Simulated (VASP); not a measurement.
ZrPt2Cl3:

```xyz
6
Lattice="4.7099 0.0000 0.0000 -2.3550 4.0789 0.0000 0.0000 0.0000 5.7685" Properties=species:S:1:pos:R:3 pbc="T T T"
Zr    0.0000    0.0000    0.0000
Pt    2.3550    1.3596    1.9228
Pt    0.0000    2.7193    3.8456
Cl    2.3550    1.3596    4.8071
Cl    0.0000    2.7193    0.9614
Cl    0.0000    0.0000    2.8842
```

| Property | Result |
| --- | --- |
| Program | VASP 6.6.1 |
| Task | relaxation of cell and atoms |
| Functional | PBE |
| Potentials or basis | VASP PAW PBE potentials, release 64 (Zr_sv, Pt, Cl) |
| Cutoff | 600 eV |
| k mesh | 6 × 6 × 4 |
| Occupations | gaussian, width 0.1 eV |
| Spin | no spin polarisation |

At the start: pressure -5.0 GPa; volume 18.47 Å³/atom.

**Question.** Where does the relaxation end?

**Answer.** Over 78 steps the energy falls by 459.9 meV/atom and the volume is 19.40 Å³/atom (+5.0 %); space group P-3m1 (No. 164, to 0.1 Å) before and after.

Step by step:
| step | energy change (eV) | largest force (eV/Å) | pressure (GPa) | volume (Å³) |
| --- | --- | --- | --- | --- |
| 1 | 0.0000 | 0.7847 | -4.95 | 110.82 |
| 3 | -0.2049 | 0.6740 | 2.33 | 102.18 |
| 5 | 0.2587 | 3.2224 | 15.83 | 99.43 |
| 7 | -0.4452 | 0.5793 | 7.18 | 100.54 |
| 9 | -0.5837 | 0.0799 | -1.28 | 108.41 |
| 11 | -0.5931 | 0.1383 | 0.04 | 107.03 |
| 13 | -0.5987 | 0.1275 | -0.05 | 107.49 |
| 15 | -0.6009 | 0.0428 | 0.17 | 107.46 |
| 17 | -0.6018 | 0.0636 | -0.04 | 107.56 |
| 19 | -0.6027 | 0.0935 | -0.02 | 107.40 |
| 21 | -0.6039 | 0.0543 | 0.85 | 106.49 |
| 23 | -0.6044 | 0.0646 | 0.61 | 106.74 |
| 25 | -0.6069 | 0.0627 | 0.61 | 106.80 |
| 27 | -0.6184 | 0.0890 | 0.73 | 107.06 |
| 29 | -0.7423 | 0.5478 | 2.26 | 108.01 |
| 31 | -0.8809 | 1.0896 | 5.18 | 108.87 |
| 33 | -0.8815 | 1.1477 | 5.59 | 108.96 |
| 35 | -0.8829 | 1.1622 | 5.66 | 109.04 |
| 37 | -0.8850 | 1.2224 | 6.05 | 109.33 |
| 39 | -0.8937 | 1.1996 | 5.88 | 109.51 |
| 41 | -0.9304 | 1.1002 | 5.15 | 110.35 |
| 43 | -1.0391 | 0.7445 | 2.45 | 113.73 |
| 45 | -1.1082 | 0.2325 | -1.33 | 119.43 |
| 47 | -1.1649 | 0.2263 | -1.60 | 120.20 |
| 49 | -1.4322 | 0.4462 | -2.93 | 123.64 |
| 51 | -1.5759 | 0.2467 | -3.96 | 127.97 |
| 53 | -1.6346 | 2.3842 | -0.20 | 125.56 |
| 55 | -1.7100 | 1.1534 | -1.92 | 126.49 |
| 57 | -1.8766 | 1.5253 | -0.89 | 123.54 |
| 59 | -2.0197 | 3.2232 | 10.74 | 110.22 |
| 61 | -2.1600 | 2.8986 | 6.26 | 113.69 |
| 63 | -2.2650 | 2.5503 | 6.64 | 112.61 |
| 65 | -2.4067 | 1.8183 | 6.82 | 111.63 |
| 67 | -2.6367 | 0.5505 | -1.64 | 117.57 |
| 69 | -2.6479 | 0.7045 | -0.26 | 116.37 |
| 71 | -2.6948 | 0.6045 | -0.25 | 116.59 |
| 73 | -2.7369 | 0.3102 | 0.15 | 117.04 |
| 75 | -2.7556 | 0.0640 | -0.68 | 117.56 |
| 77 | -2.7597 | 0.0406 | 0.00 | 116.42 |
| 78 | -2.7597 | 0.0396 | 0.03 | 116.37 |

Final structure:
```xyz
6
Lattice="5.2769 0.0000 0.0000 -2.6385 4.5699 0.0000 0.0000 0.0000 4.8258" Properties=species:S:1:pos:R:3 pbc="T T T"
Zr    0.0000    0.0000    0.0000
Pt    2.6385    1.5233    4.7448
Pt    0.0000    3.0466    0.0810
Cl    2.6385    1.5233    2.2976
Cl    0.0000    3.0466    2.5282
Cl    0.0000    0.0000    2.4129
```

Caveat: a cell axis changed by over 15 % at a fixed basis, so the end point is rough; an odd number of electrons without spin polarisation forces a metal; a magnetic or distorted state may lie lower.
